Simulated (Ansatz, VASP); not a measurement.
**One calculation of Al2Cu, two programs**

Contents of INCAR:

```
ALGO = Fast ; EDIFF = 1E-6
EDIFFG = -0.01 ; ENCUT = 600
GGA = CA ; IBRION = 2
ISIF = 3 ; ISMEAR = 0
LASPH = True ; LCHARG = False
LREAL = False ; LWAVE = False
NELM = 60 ; NSW = 80
PREC = Accurate ; SIGMA = 0.1
```

Contents of KPOINTS:

```
k-points
0
Gamma
  10 10 14
```

Contents of POSCAR:

```
Al2Cu
1.0
    4.1051820000      0.0000000000      0.0000000000
    0.0000000000      4.1051820000      0.0000000000
    0.0000000000      0.0000000000      2.8913130000
Al Cu
2 1
Direct
    0.5000000000      0.0000000000      0.5000000000
    0.0000000000      0.5000000000      0.5000000000
    0.0000000000      0.0000000000      0.0000000000
```

Input for Ansatz:

```yaml
crystal:
  lattice:
    - [4.105182, 0.0, 0.0]
    - [0.0, 4.105182, 0.0]
    - [0.0, 0.0, 2.891313]
  atoms:
    - { symbol: Al, position: [0.5, 0.0, 0.5] }
    - { symbol: Al, position: [0.0, 0.5, 0.5] }
    - { symbol: Cu, position: [0.0, 0.0, 0.0] }
basis:
  ecutwfc: 420
kpoints:
  mp_grid: { grid: [10, 10, 14] }
hamiltonian:
  xc: lda
scf:
  occupations: { method: gaussian, width: 0.1 }
output:
  forces: true
  stress: true
  eigenvalues: true
relax:
  adjacent_minimum: "off"
  f_tol: 0.01
  max_steps: 60
  cell: { stress_tol: 0.05 }
```

Alike in both runs: task relaxation of cell and atoms; functional LDA; k mesh 10 × 10 × 14; occupations gaussian, width 0.1 eV; no spin polarisation.

|  | VASP | Ansatz |
| --- | --- | --- |
| version | VASP 6.6.1 | Ansatz 0.2.0 |
| potentials or method | VASP PAW LDA potentials, release 64 (Al, Cu), cutoff 600 eV | scalar-relativistic, plane waves, PAW |
| valence electrons in the cell | 17 | 25 |

Ansatz gave:

```
gap on the k mesh at the Fermi level, each at its own relaxed structure (eV)  : none
relaxed volume (Å³/atom)                                                      : 15.37
relaxed length of the cell vector where the two differ most in proportion (Å) : 2.822
```

Q: Which values does VASP return?

A: gap on the k mesh at the Fermi level, each at its own relaxed structure (eV): none; relaxed volume (Å³/atom): 15.42; relaxed length of the cell vector where the two differ most in proportion (Å): 2.827.

LDA's correlation is that of Perdew and Zunger in VASP and of Perdew and Wang (1992) in Ansatz. A gap of «none» marks a metal or a gap that the smearing closes. VASP's potentials hold 17 valence electrons a cell and Ansatz's 25, so a difference there can come from the potentials and not from the codes.
